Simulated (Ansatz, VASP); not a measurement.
## Y in VASP and in Ansatz

```
Y
1.0
     3.65150    0.00000    0.00000
    -1.82575    3.16229    0.00000
     0.00000    0.00000    5.74740
Y
2
Cartesian
  0.0000 2.1082 1.4368
  1.8257 1.0541 4.3106
```

Alike in both runs: task electric field gradients; functional LDA; k mesh 12 × 12 × 7; occupations fermi-dirac, width 0.08 eV; no spin polarisation.

```csv
,VASP,Ansatz
version,VASP 6.6.1,Ansatz 0.2.0
potentials or method,"VASP PAW LDA potentials, release 64 (Y_sv), cutoff 520 eV","all-electron PAW with datasets made for the crystal, scalar-relativistic"
```

Ansatz gave:

```
pressure (GPa)                                                : -3.9
traceless stress, the component that is largest in VASP (GPa) : -0.40
size of Vzz on the site where it differs most (V/Å²)          : 25.4
```

What did VASP give for the same quantities?

Pressure (GPa): -4.0; traceless stress, the component that is largest in VASP (GPa): -0.39; size of Vzz on the site where it differs most (V/Å²): 24.8.

LDA's correlation is that of Perdew and Zunger in VASP and of Perdew and Wang (1992) in Ansatz. Ansatz ran all-electron here, and VASP with PAW potentials.
